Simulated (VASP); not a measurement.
# SiC (Cmmm) in VASP: further runs, part 2 of 2

VASP 6.6.1. Earlier steps stand in the parts before.

### 4 Relaxation of cell and atoms, PBE

This run uses another cell than the first one, of 9.78 Å³/atom, 0.662 times its volume.

INCAR

```
SYSTEM = SiC
ALGO     = Normal         ! electronic algorithm
EDIFF    = 1E-7           ! SCF threshold, eV
EDIFFG   = -0.04          ! ionic threshold
ENCUT    = 600            ! plane-wave cutoff, eV
GGA      = PE             ! functional
IBRION   = 2              ! ionic algorithm
ISIF     = 3              ! what is computed and relaxed
ISMEAR   = 0              ! smearing method
LASPH    = .TRUE.         ! aspherical terms in the spheres
LCHARG   = .FALSE.        ! write CHGCAR
LREAL    = .FALSE.        ! projectors in reciprocal space
LWAVE    = .FALSE.        ! write WAVECAR
NELM     = 80             ! most SCF steps
NSW      = 90             ! ionic steps
PREC     = Accurate       ! precision mode
SIGMA    = 0.1            ! smearing width, eV
```

KPOINTS

```
k-points
0
G
  6 6 6
  0 0 0
```

POSCAR

```
SiC
1.0
    1.4205987600     -4.6569863100      0.0000000000
    1.4205987600      4.6569863100      0.0000000000
    0.0000000000      0.0000000000      2.9552455700
Si C
2 2
Direct
    0.1949989000      0.8050011000      0.0000000000
    0.8050011000      0.1949989000      0.0000000000
    0.0940261200      0.9059738800      0.5000000000
    0.9059738800      0.0940261200      0.5000000000
```

Potentials or basis: VASP PAW PBE potentials, release 64 (Si, C).

Command:

```console
cat potpaw_PBE.64/Si/POTCAR potpaw_PBE.64/C/POTCAR > POTCAR
mpirun -np 1 vasp_std > vasp.out
```

OUTCAR:

```text
SYSTEM = SiC
   EDIFF = 1E-7
   EDIFFG = -0.04
   ENCUT = 600
   GGA = PE
   IBRION = 2
   ISIF = 3
   ISMEAR = 0
   LASPH = .TRUE.
   LREAL = .FALSE.
   NELM = 80
   NSW = 90
   PREC = Accurate

 ion  position               nearest neighbor table
   1  0.195  0.805  0.000-   2 1.75   2 1.75   3 1.75   3 1.75
   2  0.805  0.195  0.000-   1 1.75   1 1.75   4 1.75   4 1.75
   3  0.094  0.906  0.500-   4 1.75   1 1.75   1 1.75
   4  0.906  0.094  0.500-   3 1.75   2 1.75   2 1.75

  LATTYP: Found a base centered orthorhombic cell.
 ALAT       =     2.8411975200
 B/A-ratio  =     3.2781855378
 C/A-ratio  =     1.0401408382

  Lattice vectors:

 A1 = (   1.4205987600,  -4.6569863100,   0.0000000000)
 A2 = (   1.4205987600,   4.6569863100,   0.0000000000)
 A3 = (   0.0000000000,   0.0000000000,   2.9552455700)

Analysis of symmetry for initial positions (statically):
=====================================================================
 Subroutine PRICEL returns:
 Original cell was already a primitive cell.

 Routine SETGRP: Setting up the symmetry group for a
 base centered orthorhombic supercell.

 Subroutine GETGRP returns: Found  8 space group operations
 (whereof  8 operations were pure point group operations)
 out of a pool of  8 trial point group operations.

The static configuration has the point symmetry D_2h.

Analysis of symmetry for dynamics (positions and initial velocities):
=====================================================================
 Subroutine PRICEL returns:
 Original cell was already a primitive cell.

 Routine SETGRP: Setting up the symmetry group for a
 base centered orthorhombic supercell.

 Subroutine GETGRP returns: Found  8 space group operations
 (whereof  8 operations were pure point group operations)
 out of a pool of  8 trial point group operations.

The dynamic configuration has the point symmetry D_2h.

 Subroutine INISYM returns: Found  8 space group operations
 (whereof  8 operations are pure point group operations),
 and found     1 'primitive' translations

----------------------------------------------------------------------------------------

                                     Primitive cell

  volume of cell :      39.1021

  direct lattice vectors                    reciprocal lattice vectors
     1.420598760 -4.656986310  0.000000000     0.351964266 -0.107365572  0.000000000
     1.420598760  4.656986310  0.000000000     0.351964266  0.107365572  0.000000000
     0.000000000  0.000000000  2.955245570     0.000000000  0.000000000  0.338381355

  length of vectors
     4.868841990  4.868841990  2.955245570     0.367975829  0.367975829  0.338381355

  position of ions in fractional coordinates (direct lattice)
     0.194998900  0.805001100  0.000000000
     0.805001100  0.194998900  0.000000000
     0.094026120  0.905973880  0.500000000
     0.905973880  0.094026120  0.500000000

  ion indices of the primitive-cell ions
   primitive index   ion index
                 1           1
                 2           2
                 3           3
                 4           4

----------------------------------------------------------------------------------------

 KPOINTS: k-points

Automatic generation of k-mesh.
 Grid dimensions read from file:
 generate k-points for:    6    6    6

 Generating k-lattice:

  Cartesian coordinates                     Fractional coordinates (reciprocal lattice)
     0.058660711 -0.017894262  0.000000000     0.166666667  0.000000000  0.000000000
     0.058660711  0.017894262  0.000000000     0.000000000  0.166666667  0.000000000
     0.000000000  0.000000000  0.056396892     0.000000000  0.000000000  0.166666667

  Length of vectors
     0.061329305  0.061329305  0.056396892

  Shift w.r.t. Gamma in fractional coordinates (k-lattice)
     0.000000000  0.000000000  0.000000000

 Subroutine IBZKPT returns following result:
 ===========================================

 Found     52 irreducible k-points:

 Following reciprocal coordinates:
            Coordinates               Weight
  0.000000  0.000000  0.000000      1.000000
  0.166667  0.000000  0.000000      4.000000
  0.333333  0.000000  0.000000      4.000000
  0.500000  0.000000  0.000000      2.000000
  0.166667  0.166667  0.000000      2.000000
  0.333333  0.166667  0.000000      4.000000
[... 16 lines left out ...]
  0.333333  0.333333  0.166667      4.000000
  0.500000  0.333333  0.166667      8.000000
 [... further k-points ...]
   k-points           NKPTS =     52   k-points in BZ     NKDIM =     52   number of bands    NBANDS=     12
   number of dos      NEDOS =    301   number of ions     NIONS =      4
   total plane-waves  NPLWV =  38400
   dimension x,y,z NGX =    40 NGY =   40 NGZ =   24
   dimension x,y,z NGXF=    80 NGYF=   80 NGZF=   48
   ions per type =               2   2
   NGX,Y,Z   is equivalent  to a cutoff of  13.66, 13.66, 13.50 a.u.
   NGXF,Y,Z  is equivalent  to a cutoff of  27.32, 27.32, 27.00 a.u.
 SYSTEM =  SiC
   PREC   = accura    normal or accurate (medium, high low for compatibility)
   ISTART =      0    job   : 0-new  1-cont  2-samecut
   ICHARG =      2    charge: 1-file 2-atom 10-const
   ISPIN  =      1    spin polarized calculation?
   LNONCOLLINEAR =      F non collinear calculations
   LSORBIT =      F    spin-orbit coupling
   LASPH  =      T    aspherical Exc in radial PAW
   ENCUT  =  600.0 eV  44.10 Ry    6.64 a.u.   9.72  9.72  5.90*2*pi/ulx,y,z
   NELM   =     80;   NELMIN=  2; NELMDL= -5     # of ELM steps
   EDIFF  = 0.1E-06   stopping-criterion for ELM
   LREAL  =      F    real-space projection
   EDIFFG = -.4E-01   stopping-criterion for IOM
   NSW    =     90    number of steps for IOM
   IBRION =      2    ionic relax: 0-MD 1-quasi-New 2-CG
   NFREE  =      1    steps in history (QN), initial steepest desc. (CG)
   ISIF   =      3    stress and relaxation
   ISYM   =      2    0-nonsym 1-usesym 2-fastsym
   POTIM  = 0.5000    time-step for ionic-motion
   TEBEG  =    0.0;   TEEND  =   0.0 temperature during run
   PSTRESS=    0.0 pullay stress
   NELECT =      16.0000    total number of electrons
   NUPDOWN=      -1.0000    fix difference up-down
   EMIN   =  10.00;   EMAX   =-10.00  energy-range for DOS
   EFERMI =   0.00;   METHOD = LEGACY
   ISMEAR =     0;   SIGMA  =   0.10  broadening in eV -4-tet -1-fermi 0-gaus
   EFERMI_NEDOS =   21; number of points for ismear=-14 and -15
   IALGO  =     38    algorithm
   IMIX   =      4    mixing-type and parameters
     AMIX     =   0.40;   BMIX     =  1.00
     AMIX_MAG =   1.60;   BMIX_MAG =  1.00
  volume/ion in A,a.u.               =       9.78        65.97
  Fermi-wavevector in a.u.,A,eV,Ry     =   1.215388  2.296750 20.098081  1.477167
  Thomas-Fermi vector in A             =   2.350776
   LORBIT       =      0    0 simple, 1 ext, 2 COOP (PROOUT), +10 PAW based schemes
   GGA     = PE    functional components
   LHFCALC =     F    Hartree Fock is set to
   AEXX    =    0.0000 exact exchange contribution
   IVDW    =     0    specifies the selected vdW correction
   LEPSILON=     F    determine dielectric tensor
   LRPA    =     F    only Hartree local field effects (RPA)
 conjugate gradient relaxation of ions
 non-spin polarized calculation
 Gauss-broadening in eV      SIGMA  =   0.10
  energy-cutoff  :      600.00
  volume of cell :       39.10
 maximum number of plane-waves:      1322
   NGX = 19   NGY = 19   NGZ = 11

--------------------------------------- Ionic step        1  -------------------------------------------

 number of electron      16.0000001 magnetization

 Free energy of the ion-electron system (eV)
  ---------------------------------------------------
  ext. energy  EPLUGINS =         0.00000000
  ---------------------------------------------------
  free energy    TOTEN  =       -17.45745220 eV

  energy without entropy =      -17.45390341  energy(sigma->0) =      -17.45567781

------------------------ aborting loop because EDIFF is reached ----------------------------------------

  FORCE on cell =-STRESS in cart. coord.  units (eV):
  Direction    XX          YY          ZZ          XY          YZ          ZX
  --------------------------------------------------------------------------------------
  -------------------------------------------------------------------------------------
  Total       45.1710186     18.9823144     15.9100660      0.0000000      0.0000000      0.0000000
  in kB     1850.8469304    777.7853924    651.9024296      0.0000000      0.0000000      0.0000000
  external PRESSURE =    1093.5115841 kB  Pullay stress =       0.0000000 kB
[... 824 lines left out ...]
      1      -9.0344      2.00000
      2      -6.0108      2.00000
      3      -1.0557      2.00000
      4       0.7746      2.00000
      5       1.0483      2.00000
      6       1.9913      2.00000
      7       4.1469      2.00000
      8       5.8767      2.00000
      9       7.7606      0.00000
     10       9.5631      0.00000
     11      10.7035      0.00000
     12      12.6153      0.00000

 [... further k-points ...]

[... ionic steps 4 to 24 ...]

--------------------------------------- Ionic step       25  -------------------------------------------

 number of electron      15.9999999 magnetization

------------------------ aborting loop because EDIFF is reached ----------------------------------------
[... 71 lines left out ...]
--------------------------------------- Ionic step       27  -------------------------------------------

 number of electron      15.9999999 magnetization

 Free energy of the ion-electron system (eV)
  ---------------------------------------------------
  ext. energy  EPLUGINS =         0.00000000
  ---------------------------------------------------
  free energy    TOTEN  =       -27.96315977 eV

  energy without entropy =      -27.96210952  energy(sigma->0) =      -27.96263465

 E-fermi :   5.5256     XC(G=0):  -9.5214

 val. band max:        5.4841354791   @ k =   0.3333   0.1667   0.5000
 cond. band min:       5.6479399714   @ k =   0.5000   0.5000   0.1667
 fundamental gap:      0.1638044923
 Fermi energy:         5.5256482594
[... 391 lines left out ...]
  FREE ENERGIE OF THE ION-ELECTRON SYSTEM (eV)
  ---------------------------------------------------
  free  energy   TOTEN  =       -27.9631597742 eV

  energy  without entropy=      -27.9621095221  energy(sigma->0) =      -27.96263465

 reached required accuracy - stopping structural energy minimisation
```

Wall time 4.1 min (1 thread of Intel Xeon 6975P-C (Granite Rapids), shared host); peak memory 0.21 GiB.

Results:

* Free energy: -27.9632 eV
* Relaxed volume: 14.61 Å³/atom
* Relaxed cell: a = 5.211 Å, b = 5.211 Å, c = 3.159 Å, α = 90.00°, β = 90.00°, γ = 137.04°
* Space group after relaxing (to 0.05 Å): Cmmm (No. 65)
* Energy gained by relaxing: 2626.4 meV/atom
* Ionic steps: 27
* Pressure after relaxing: 0.0 GPa
* Largest force after relaxing: 0.029 eV/Å
* Band gap on the k mesh: zero (band 8 reaches 5.75 eV, above the bottom of band 9 at 5.48 eV)

Forces in eV/Å, atoms in the order of the input:
```
Si   0.000  0.016  0.000
Si   0.000 -0.016  0.000
C    0.000  0.029  0.000
C    0.000 -0.029  0.000
```

Step by step:
| step | energy change (eV) | largest force (eV/Å) | pressure (GPa) | volume (Å³) |
| --- | --- | --- | --- | --- |
| 1 | 0.0000 | 20.7451 | 109.35 | 39.10 |
| 2 | -2.9214 | 7.0652 | 15.73 | 88.48 |
| 3 | -4.2940 | 4.3314 | 11.63 | 79.99 |
| 4 | -4.7418 | 3.5506 | 10.74 | 75.78 |
| 5 | -6.1716 | 6.1505 | 6.96 | 65.66 |
| 6 | -8.6295 | 5.2614 | 12.31 | 51.36 |
| 7 | -8.2856 | 6.7162 | 32.44 | 44.98 |
| 8 | -8.7218 | 5.6596 | 15.81 | 49.65 |
| 9 | -8.7373 | 5.8568 | 17.78 | 48.84 |
| 10 | -6.9990 | 22.2562 | 8.35 | 60.99 |
| 11 | -9.9023 | 1.6335 | -2.49 | 54.05 |
| 12 | -9.9096 | 1.7899 | -1.90 | 53.63 |
| 13 | -10.1737 | 1.4260 | 3.25 | 53.31 |
| 14 | -10.1805 | 1.8227 | 4.43 | 53.24 |
| 15 | -10.2285 | 1.6838 | 0.86 | 54.72 |
| 16 | -10.2642 | 0.4855 | 2.06 | 54.12 |
| 17 | -10.3788 | 0.4494 | 2.26 | 55.52 |
| 18 | -10.4442 | 0.9925 | 2.44 | 58.41 |
| 19 | -10.4564 | 0.8020 | 2.42 | 57.52 |
| 20 | -10.4852 | 0.8793 | -1.79 | 59.88 |
| 21 | -10.4950 | 0.5356 | -0.53 | 59.07 |
| 22 | -10.4953 | 0.7173 | -2.19 | 59.14 |
| 23 | -10.5015 | 0.1167 | -1.40 | 59.10 |
| 24 | -10.5056 | 0.0551 | -0.04 | 58.47 |
| 25 | -10.5056 | 0.0454 | -0.13 | 58.51 |
| 26 | -10.5057 | 0.0466 | -0.01 | 58.44 |
| 27 | -10.5057 | 0.0292 | -0.03 | 58.45 |

Final structure:
```cif
data_structure
_symmetry_space_group_name_H-M 'P 1'
_symmetry_Int_Tables_number 1
_cell_length_a 5.2109
_cell_length_b 5.2109
_cell_length_c 3.1588
_cell_angle_alpha 90.000
_cell_angle_beta 90.000
_cell_angle_gamma 137.041
_cell_volume 58.45
loop_
_atom_site_label
_atom_site_type_symbol
_atom_site_fract_x
_atom_site_fract_y
_atom_site_fract_z
_atom_site_occupancy
Si1 Si 0.17673 0.82327 0.00000 1
Si2 Si 0.82327 0.17673 0.00000 1
C1 C 0.07096 0.92904 0.50000 1
C2 C 0.92904 0.07096 0.50000 1
```

Levels at points of the mesh, in eV from the Fermi level:
```csv
k point,band 4,band 5,band 6,band 7,band 8,band 9,band 10,band 11,band 12
"(0.00, 0.00, 0.00)",-4.63,-3.69,-2.81,-2.50,-0.64,1.03,2.16,4.46,4.54
"(0.50, 0.00, 0.00)",-6.31,-4.42,-3.96,-2.79,-0.93,1.55,3.14,4.94,6.02
"(0.50, 0.50, 0.00)",-4.73,-4.60,-4.39,-1.48,0.22,0.29,0.72,3.94,4.34
"(0.00, 0.00, 0.50)",-7.00,-5.64,-5.07,-2.69,-0.80,1.43,3.03,3.19,4.28
"(0.50, 0.00, 0.50)",-7.47,-6.13,-4.51,-3.87,-2.69,0.23,2.65,3.55,4.20
"(0.50, 0.50, 0.50)",-8.96,-5.42,-2.92,-1.37,-0.98,1.36,2.51,2.80,4.48
```

Caveat: the k points lie up to 0.33 Å⁻¹ apart in the final cell; the volume moved by over 15 % at a fixed basis, so the end points are rough.

### 5 Summary

| task | cell | k mesh | cutoff (eV) | gap on the mesh (eV) | pressure (GPa) | relaxed volume (Å³/atom) | largest force (eV/Å) |
| --- | --- | --- | --- | --- | --- | --- | --- |
| relaxation of cell and atoms | relaxed from a = 5.213, b = 5.213, c = 3.161 Å, angles 90.0, 90.0, 136.5°, 4 atoms | 14 × 14 × 14 | 600 | none | 0.1 | 14.76 | - |
| single point | a = 5.213, b = 5.213, c = 3.161 Å, angles 90.0, 90.0, 136.5°, 4 atoms | 6 × 6 × 6 | 520 | none | 0.0 | - | 0.04 |
| relaxation of cell and atoms | relaxed from a = 4.869, b = 4.869, c = 2.955 Å, angles 90.0, 90.0, 146.1°, 4 atoms | 6 × 6 × 6 | 600 | none | 0.0 | 14.61 | 0.03 |

Alike in all rows: level PBE; potentials or basis VASP PAW PBE potentials, release 64 (Si, C); no spin polarisation; smearing gaussian 0.1 eV.

Caveats: some runs use coarse meshes; the volume moved by over 15 % at a fixed basis, so the end points are rough (some runs).

Absolute energies hang on the potentials; compare differences alone.
